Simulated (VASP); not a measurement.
A run of VASP 6.6.1 is set up as follows.

Contents of POSCAR:

```
SnO2
1.0
    4.5779097405      0.0000000000      0.0000000000
    0.0000000000      4.5779097405      0.0000000000
    0.0000000000      0.0000000000      3.1413492204
Sn O
2 4
Direct
    0.5000000000      0.5000000000      0.5000000000
    0.0000000000      0.0000000000      0.0000000000
    0.1950536439      0.8049463561      0.5000000000
    0.8049463561      0.1950536439      0.5000000000
    0.3049463561      0.3049463561      0.0000000000
    0.6950536439      0.6950536439      0.0000000000
```

The input INCAR.step1:

```
SYSTEM = SnO2
PREC     = Accurate       ! precision mode
ENCUT    = 520            ! plane-wave cutoff, eV
ISMEAR   = 0              ! smearing method
SIGMA    = 0.02           ! smearing width, eV
LREAL    = .FALSE.        ! projectors in reciprocal space
LASPH    = .TRUE.         ! aspherical terms in the spheres
NELM     = 100            ! most SCF steps
NBANDS   = 35             ! bands
GGA      = PE             ! functional
ALGO     = Normal         ! electronic algorithm
EDIFF    = 1E-4           ! SCF threshold, eV
LWAVE    = .TRUE.         ! write WAVECAR
LCHARG   = .FALSE.        ! write CHGCAR
```

The input INCAR.step2:

```
SYSTEM = SnO2
PREC     = Accurate       ! precision mode
ENCUT    = 520            ! plane-wave cutoff, eV
EDIFF    = 1E-6           ! SCF threshold, eV
ISMEAR   = 0              ! smearing method
SIGMA    = 0.02           ! smearing width, eV
LREAL    = .FALSE.        ! projectors in reciprocal space
LASPH    = .TRUE.         ! aspherical terms in the spheres
NELM     = 100            ! most SCF steps
ALGO     = Normal         ! electronic algorithm
ISIF     = 2              ! what is computed and relaxed
LWAVE    = .FALSE.        ! write WAVECAR
LCHARG   = .FALSE.        ! write CHGCAR
METAGGA  = R2SCAN         ! meta-GGA
LMIXTAU  = .TRUE.       
NBANDS   = 35             ! bands
ISTART   = 1
```

Contents of KPOINTS:

```
regular mesh
0
G
  6 6 8
  0 0 0
```

Potentials or basis: VASP PAW PBE potentials, release 64 (Sn_d, O).

Run with:

```sh
$ cat potpaw_PBE.64/Sn_d/POTCAR potpaw_PBE.64/O/POTCAR > POTCAR
$ cp INCAR.step1 INCAR
$ mpirun -np 1 vasp_std > vasp.out
$ cp INCAR.step2 INCAR
$ mpirun -np 1 vasp_std > vasp.out
```

Q: What does it give for the band gap on the k mesh?

A: 2.96 eV, direct.

Q: Predict the pressure.

A: 26.7 GPa.

Q: Estimate the largest force.

A: 0.015 eV/Å.

Stress tensor (GPa, compression positive):
```
26.54  0.00  0.00
 0.00 26.54  0.00
 0.00  0.00 27.01
```

Caveat: the PAW data sets were made with another functional, which shifts forces and pressure a little; spin-orbit coupling is left out, which moves the levels of the heavy elements. r2SCAN opens gaps a little over a GGA but as a rule still falls short of measured ones.
